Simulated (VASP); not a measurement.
# PbSe (Clausthalite) in VASP: notebook

The runs below take PbSe (Clausthalite) through single point, with PBE.

All numbers are computed with VASP 6.6.1; they aren't measurements. Logs are shortened: lines on timing, memory, paths and dates and some standing lists are left out, and cuts for length are marked.

### Step 1. The cell of the first run

The cell holds a slab with vacuum, 4 atoms: a = 4.328 Å, b = 4.328 Å, c = 15.301 Å, α = 90.00°, β = 90.00°, γ = 60.00°.

### Step 2. Single point, PBE

Contents of INCAR:

```
  ALGO = Normal
  DIPOL = 0.5 0.5 0.500
  EDIFF = 1E-6
  ENCUT = 400
  GGA = PE
  GGA_COMPAT = False
  IDIPOL = 3
  ISIF = 2
  ISMEAR = -1
  LASPH = True
  LCHARG = False
  LDIPOL = True
  LREAL = False
  LWAVE = False
  NBANDS = 28
  NELM = 120
  NELMDL = -8
  PREC = Accurate
  SIGMA = 0.05
```

Contents of KPOINTS:

```
k-points
0
Gamma
  4 4 1
```

Contents of POSCAR:

```
PbSe
1.0
    4.3284127397      0.0000000000      0.0000000000
    2.1642063698      3.7485153906      0.0000000000
    0.0000000000      0.0000000000     15.3012013042
Pb Se
2 2
Direct
    0.0000000000      0.0000000000      0.3267717286
    0.3333333333      0.3333333333      0.5577427571
    0.6666666667      0.6666666667      0.4422572429
    1.0000000000      1.0000000000      0.6732282714
```

Potentials or basis: VASP PAW PBE potentials, release 64 (Pb_d, Se).

Launch:

```sh
$ cat potpaw_PBE.64/Pb_d/POTCAR potpaw_PBE.64/Se/POTCAR > POTCAR
$ mpirun -np 1 vasp_std > vasp.out
```

OUTCAR:

```text
EDIFF = 1E-6
   ENCUT = 400
   GGA = PE
   ISIF = 2
   ISMEAR = -1
   LASPH = True
   LREAL = False
   NELM = 120
   NELMDL = -8
   PREC = Accurate

 ion  position               nearest neighbor table
   1  0.000  0.000  0.327-   3 3.06   3 3.06   3 3.06
   2  0.333  0.333  0.558-   3 3.06   3 3.06   3 3.06   4 3.06   4 3.06   4 3.06
   3  0.667  0.667  0.442-   2 3.06   2 3.06   2 3.06   1 3.06   1 3.06   1 3.06
   4  0.000  0.000  0.673-   2 3.06   2 3.06   2 3.06

  LATTYP: Found a hexagonal cell.
 ALAT       =     4.3284127396
 C/A-ratio  =     3.5350605926

  Lattice vectors:

 A1 = (  -2.1642063698,  -3.7485153906,   0.0000000000)
 A2 = (   4.3284127397,   0.0000000000,   0.0000000000)
 A3 = (   0.0000000000,   0.0000000000,  15.3012013042)

Analysis of symmetry for initial positions (statically):
=====================================================================
 Subroutine PRICEL returns:
 Original cell was already a primitive cell.

 Routine SETGRP: Setting up the symmetry group for a
 hexagonal supercell.

 Subroutine GETGRP returns: Found  6 space group operations
 (whereof  6 operations were pure point group operations)
 out of a pool of 24 trial point group operations.

The static configuration has the point symmetry C_3v.

Analysis of symmetry for dynamics (positions and initial velocities):
=====================================================================
 Subroutine PRICEL returns:
 Original cell was already a primitive cell.

 Routine SETGRP: Setting up the symmetry group for a
 hexagonal supercell.

 Subroutine GETGRP returns: Found  6 space group operations
 (whereof  6 operations were pure point group operations)
 out of a pool of 24 trial point group operations.

The dynamic configuration has the point symmetry C_3v.

 Subroutine INISYM returns: Found  6 space group operations
 (whereof  6 operations are pure point group operations),
 and found     1 'primitive' translations

----------------------------------------------------------------------------------------

                                     Primitive cell

  volume of cell :     248.2639

  direct lattice vectors                    reciprocal lattice vectors
     4.328412740  0.000000000  0.000000000     0.231031572 -0.133386140  0.000000000
     2.164206370  3.748515391  0.000000000     0.000000000  0.266772281  0.000000000
     0.000000000  0.000000000 15.301201304     0.000000000  0.000000000  0.065354346

  length of vectors
     4.328412740  4.328412740 15.301201304     0.266772281  0.266772281  0.065354346

  position of ions in fractional coordinates (direct lattice)
     0.000000000  0.000000000  0.326771729
     0.333333333  0.333333333  0.557742757
     0.666666667  0.666666667  0.442257243
     0.000000000  0.000000000  0.673228271

  ion indices of the primitive-cell ions
   primitive index   ion index
                 1           1
                 2           2
                 3           3
                 4           4

----------------------------------------------------------------------------------------

 KPOINTS: k-points

Automatic generation of k-mesh.
 Grid dimensions read from file:
 generate k-points for:    4    4    1

 Generating k-lattice:

  Cartesian coordinates                     Fractional coordinates (reciprocal lattice)
     0.057757893 -0.033346535  0.000000000     0.250000000 -0.000000000  0.000000000
     0.000000000  0.066693070  0.000000000     0.000000000  0.250000000  0.000000000
     0.000000000  0.000000000  0.065354346     0.000000000  0.000000000  1.000000000

  Length of vectors
     0.066693070  0.066693070  0.065354346

  Shift w.r.t. Gamma in fractional coordinates (k-lattice)
     0.000000000  0.000000000  0.000000000

 Subroutine IBZKPT returns following result:
 ===========================================

 Found      4 irreducible k-points:

 Following reciprocal coordinates:
            Coordinates               Weight
  0.000000  0.000000  0.000000      1.000000
  0.250000 -0.000000  0.000000      6.000000
  0.500000 -0.000000  0.000000      3.000000
  0.500000  0.250000  0.000000      6.000000
   k-points           NKPTS =      4   k-points in BZ     NKDIM =      4   number of bands    NBANDS=     28
   number of dos      NEDOS =    301   number of ions     NIONS =      4
   total plane-waves  NPLWV =  78400
   dimension x,y,z NGX =    28 NGY =   28 NGZ =  100
   dimension x,y,z NGXF=    56 NGYF=   56 NGZF=  200
   ions per type =               2   2
   NGX,Y,Z   is equivalent  to a cutoff of  10.75, 10.75, 10.86 a.u.
   NGXF,Y,Z  is equivalent  to a cutoff of  21.51, 21.51, 21.73 a.u.
 SYSTEM =  unknown system
   PREC   = accura    normal or accurate (medium, high low for compatibility)
   ISTART =      0    job   : 0-new  1-cont  2-samecut
   ICHARG =      2    charge: 1-file 2-atom 10-const
   ISPIN  =      1    spin polarized calculation?
   LNONCOLLINEAR =      F non collinear calculations
   LSORBIT =      F    spin-orbit coupling
   LASPH  =      T    aspherical Exc in radial PAW
   ENCUT  =  400.0 eV  29.40 Ry    5.42 a.u.   7.06  7.06 24.95*2*pi/ulx,y,z
   NELM   =    120;   NELMIN=  2; NELMDL= -8     # of ELM steps
   EDIFF  = 0.1E-05   stopping-criterion for ELM
   LREAL  =      F    real-space projection
   EDIFFG = 0.1E-04   stopping-criterion for IOM
   NSW    =      0    number of steps for IOM
   IBRION =     -1    ionic relax: 0-MD 1-quasi-New 2-CG
   NFREE  =      0    steps in history (QN), initial steepest desc. (CG)
   ISIF   =      2    stress and relaxation
   ISYM   =      2    0-nonsym 1-usesym 2-fastsym
   POTIM  = 0.5000    time-step for ionic-motion
   TEBEG  =    0.0;   TEEND  =   0.0 temperature during run
   PSTRESS=    0.0 pullay stress
   NELECT =      40.0000    total number of electrons
   NUPDOWN=      -1.0000    fix difference up-down
   EMIN   =  10.00;   EMAX   =-10.00  energy-range for DOS
   EFERMI =   0.00;   METHOD = LEGACY
   ISMEAR =    -1;   SIGMA  =   0.05  broadening in eV -4-tet -1-fermi 0-gaus
   EFERMI_NEDOS =   21; number of points for ismear=-14 and -15
   IALGO  =     38    algorithm
   IMIX   =      4    mixing-type and parameters
     AMIX     =   0.40;   BMIX     =  1.00
     AMIX_MAG =   1.60;   BMIX_MAG =  1.00
  volume/ion in A,a.u.               =      62.07       418.84
  Fermi-wavevector in a.u.,A,eV,Ry     =   0.890821  1.683407 10.797061  0.793562
  Thomas-Fermi vector in A             =   2.012561
   LORBIT       =      0    0 simple, 1 ext, 2 COOP (PROOUT), +10 PAW based schemes
   GGA     = PE    functional components
   LHFCALC =     F    Hartree Fock is set to
   AEXX    =    0.0000 exact exchange contribution
   IVDW    =     0    specifies the selected vdW correction
   LEPSILON=     F    determine dielectric tensor
   LRPA    =     F    only Hartree local field effects (RPA)
 non-spin polarized calculation
  energy-cutoff  :      400.00
  volume of cell :      248.26
 maximum number of plane-waves:      4525
   NGX = 15   NGY = 15   NGZ = 49

 number of electron      40.0000001 magnetization

 dipolmoment           0.000000      0.000000      0.272761 electrons x Angstroem

 Free energy of the ion-electron system (eV)
  ---------------------------------------------------
  ext. energy  EPLUGINS =         0.00000000
  ---------------------------------------------------
  free energy    TOTEN  =       -14.80270482 eV

  energy without entropy =      -14.79896332  energy(sigma->0) =      -14.80083407

 E-fermi :  -0.1556     XC(G=0):  -5.4400

 val. band max:       -0.3278119675   @ k =   0.0000   0.0000   0.0000
 cond. band min:       0.0393844194   @ k =   0.5000  -0.0000   0.0000
 fundamental gap:      0.3671963869
 Fermi energy:        -0.1556204557

 k-point     1 :       0.0000    0.0000    0.0000
  band No.  band energies     occupation
      1     -17.7624      2.00000
      2     -17.7624      2.00000
      3     -17.7387      2.00000
      4     -17.7292      2.00000
      5     -17.7292      2.00000
      6     -16.5684      2.00000
[... 20 lines left out ...]
     27       3.7700      0.00000
     28       5.6491      0.00000

 k-point     2 :       0.2500   -0.0000    0.0000
  band No.  band energies     occupation
      1     -17.7734      2.00000
      2     -17.7463      2.00000
      3     -17.7420      2.00000
      4     -17.7307      2.00000
      5     -17.7276      2.00000
      6     -16.5984      2.00000
[... 20 lines left out ...]
     27       3.9942      0.00000
     28       5.1963      0.00000

 k-point     3 :       0.5000   -0.0000    0.0000
  band No.  band energies     occupation
      1     -17.7883      2.00000
      2     -17.7510      2.00000
      3     -17.7371      2.00000
      4     -17.7251      2.00000
      5     -17.7161      2.00000
      6     -16.6314      2.00000
[... 20 lines left out ...]
     27       4.4114      0.00000
     28       5.3394      0.00000

 k-point     4 :       0.5000    0.2500    0.0000
  band No.  band energies     occupation
      1     -17.7792      2.00000
      2     -17.7447      2.00000
      3     -17.7426      2.00000
      4     -17.7339      2.00000
      5     -17.7173      2.00000
      6     -16.6109      2.00000
[... 20 lines left out ...]
     27       4.6891      0.00000
     28       6.1391      0.00000

------------------------ aborting loop because EDIFF is reached ----------------------------------------

 vacuum level on the upper side and lower side of the slab       (xc-potential included)         0.987        -2.125

  FORCE on cell =-STRESS in cart. coord.  units (eV):
  Direction    XX          YY          ZZ          XY          YZ          ZX
  --------------------------------------------------------------------------------------
  -------------------------------------------------------------------------------------
  Total       -2.6451690     -2.6451690     -2.6888079      0.0000000      0.0000000     -0.0000000
  in kB      -17.0706682    -17.0706682    -17.3522928      0.0000000      0.0000000     -0.0000000
  external PRESSURE =     -17.1645430 kB  Pullay stress =       0.0000000 kB

 VOLUME and BASIS-vectors are now :
 -----------------------------------------------------------------------------
  energy-cutoff  :      400.00
  volume of cell :      248.26
      direct lattice vectors                 reciprocal lattice vectors
     4.328412740  0.000000000  0.000000000     0.231031572 -0.133386140  0.000000000
     2.164206370  3.748515391  0.000000000     0.000000000  0.266772281  0.000000000
     0.000000000  0.000000000 15.301201304     0.000000000  0.000000000  0.065354346

 POSITION                                       TOTAL-FORCE (eV/Angst)
 -----------------------------------------------------------------------------------
      0.00000      0.00000      5.00000        -0.000000     -0.000000      0.902257
      2.16421      1.24951      8.53413         0.000000      0.000000      2.264758
      4.32841      2.49901      6.76707        -0.000000     -0.000000     -1.729709
      0.00000      0.00000     10.30120        -0.000000     -0.000000     -1.437307
 -----------------------------------------------------------------------------------
    total drift:                               -0.000000     -0.000000      0.001377

  FREE ENERGIE OF THE ION-ELECTRON SYSTEM (eV)
  ---------------------------------------------------
  free  energy   TOTEN  =       -14.8027048179 eV

  energy  without entropy=      -14.7989633215  energy(sigma->0) =      -14.80083407

 vacuum level on the upper side and lower side of the slab         5.496         2.251
```

Wall time 74 s (1 thread of Intel Xeon 8259CL, shared host); peak memory 0.25 GiB.

What came out:

| Property | Result |
| --- | --- |
| Free energy | -14.8027 eV |
| Largest force | 2.265 eV/Å |
| Band gap on the k mesh | 0.37 eV, indirect (least direct gap 0.47 eV) |

Forces in eV/Å, atoms in the order of the input:
```
Pb   0.000  0.000  0.902
Pb   0.000  0.000  2.265
Se   0.000  0.000 -1.730
Se   0.000  0.000 -1.437
```

Caveat: spin-orbit coupling is left out, which moves the levels of the heavy elements.

### Step 3. Single point, PBE

This run uses another cell than the first one, of 74.23 Å³/atom, 1.196 times its volume.

Contents of INCAR:

```
  PREC = Accurate
  ENCUT = 400
  EDIFF = 1E-6
  ISMEAR = -1
  SIGMA = 0.05
  LREAL = F
  LASPH = T
  NELM = 120
  ALGO = Normal
  ISIF = 2
  LWAVE = F
  LCHARG = F
  LDIPOL = T
  IDIPOL = 3
  DIPOL = 0.5 0.5 0.500
  GGA = PE
  NBANDS = 28
  GGA_COMPAT = F
  NELMDL = -8
```

Contents of KPOINTS:

```
Automatic mesh
0
Gamma
  4 4 1
```

Contents of POSCAR:

```
PbSe
1.0
    4.3284127397      0.0000000000      0.0000000000
    2.1642063698      3.7485153906      0.0000000000
    0.0000000000      0.0000000000     18.3012013042
Pb Se
2 2
Direct
    0.0000000000      0.0000000000      0.3551679418
    0.3333333333      0.3333333333      0.5482773527
    0.6666666667      0.6666666667      0.4517226473
    1.0000000000      1.0000000000      0.6448320582
```

Potentials or basis: VASP PAW PBE potentials, release 64 (Pb_d, Se).

Launch:

```sh
$ cat potpaw_PBE.64/Pb_d/POTCAR potpaw_PBE.64/Se/POTCAR > POTCAR
$ mpirun -np 1 vasp_std > vasp.out
```

Run time: 99 s. Hardware: 1 thread of Intel Xeon 8259CL, shared host; peak memory 0.29 GiB.

The run converged. Its results:

```
Free energy            : -14.8034 eV
Largest force          : 2.265 eV/Å
Band gap on the k mesh : 0.37 eV, indirect (least direct gap 0.47 eV)
```

Forces in eV/Å, atoms in the order of the input:
```
Pb   0.000  0.000  0.902
Pb   0.000  0.000  2.265
Se   0.000  0.000 -1.730
Se   0.000  0.000 -1.437
```

Levels at points of the mesh, in eV from the valence-band top:
| k point | band 18 | band 19 | band 20 | band 21 | band 22 | band 23 |
| --- | --- | --- | --- | --- | --- | --- |
| (0.00, 0.00, 0.00) | -0.34 | 0.00 | 0.00 | 0.47 | 2.21 | 2.21 |
| (0.50, 0.00, 0.00) | -1.49 | -0.67 | -0.58 | 0.37 | 1.75 | 2.07 |

Caveat: spin-orbit coupling is left out, which moves the levels of the heavy elements.

### Step 4. Single point, PBE

This run uses another cell than the first one, of 86.40 Å³/atom, 1.392 times its volume.

Contents of INCAR:

```
SYSTEM = PbSe
PREC = Accurate
ENCUT = 400
EDIFF = 1E-6
ISMEAR = -1
SIGMA = 0.05
LREAL = .FALSE.
LASPH = .TRUE.
NELM = 120
ALGO = Normal
ISIF = 2
LWAVE = .FALSE.
LCHARG = .FALSE.
LDIPOL = .TRUE.
IDIPOL = 3
DIPOL = 0.5 0.5 0.500
GGA = PE
NBANDS = 28
GGA_COMPAT = .FALSE.
NELMDL = -8
```

Contents of KPOINTS:

```
regular mesh
0
G
  4 4 1
  0 0 0
```

Contents of POSCAR:

```
PbSe
1.0
    4.3284127397      0.0000000000      0.0000000000
    2.1642063698      3.7485153906      0.0000000000
    0.0000000000      0.0000000000     21.3012013042
Pb Se
2 2
Direct
    0.0000000000      0.0000000000      0.3755656728
    0.3333333333      0.3333333333      0.5414781091
    0.6666666667      0.6666666667      0.4585218909
    1.0000000000      1.0000000000      0.6244343272
```

Launch:

```sh
$ cat potpaw_PBE.64/Pb_d/POTCAR potpaw_PBE.64/Se/POTCAR > POTCAR
$ mpirun -np 1 vasp_std > vasp.out
```

Wall time 2 min (1 thread of Intel Xeon 8259CL, shared host); peak memory 0.32 GiB.

It converged, with:

```
Free energy            : -14.8039 eV
Largest force          : 2.265 eV/Å
Band gap on the k mesh : 0.37 eV, indirect (least direct gap 0.47 eV)
```

Forces on the atoms (eV/Å):
```
Pb   0.000  0.000  0.902
Pb   0.000  0.000  2.265
Se   0.000  0.000 -1.730
Se   0.000  0.000 -1.437
```

Levels at points of the mesh, in eV from the valence-band top:
| k point | band 18 | band 19 | band 20 | band 21 | band 22 | band 23 |
| --- | --- | --- | --- | --- | --- | --- |
| (0.00, 0.00, 0.00) | -0.34 | 0.00 | 0.00 | 0.47 | 2.21 | 2.21 |
| (0.50, 0.00, 0.00) | -1.49 | -0.67 | -0.58 | 0.37 | 1.75 | 2.07 |

Caveat: spin-orbit coupling is left out, which moves the levels of the heavy elements.

### Step 5. Overview

| cell | gap on the mesh (eV) | largest force (eV/Å) |
| --- | --- | --- |
| a = 4.328, b = 4.328, c = 15.301 Å, angles 90.0, 90.0, 60.0°, 4 atoms | 0.37 | 2.26 |
| a = 4.328, b = 4.328, c = 18.301 Å, angles 90.0, 90.0, 60.0°, 4 atoms | 0.37 | 2.27 |
| a = 4.328, b = 4.328, c = 21.301 Å, angles 90.0, 90.0, 60.0°, 4 atoms | 0.37 | 2.27 |

Alike in all rows: task single point; level PBE; potentials or basis VASP PAW PBE potentials, release 64 (Pb_d, Se); no spin polarisation; k mesh 4 × 4 × 1; cutoff (eV) 400; smearing fermi-dirac 0.05 eV.

Caveats: spin-orbit coupling is left out, which moves the levels of the heavy elements.

Absolute energies hang on the potentials; compare differences alone.
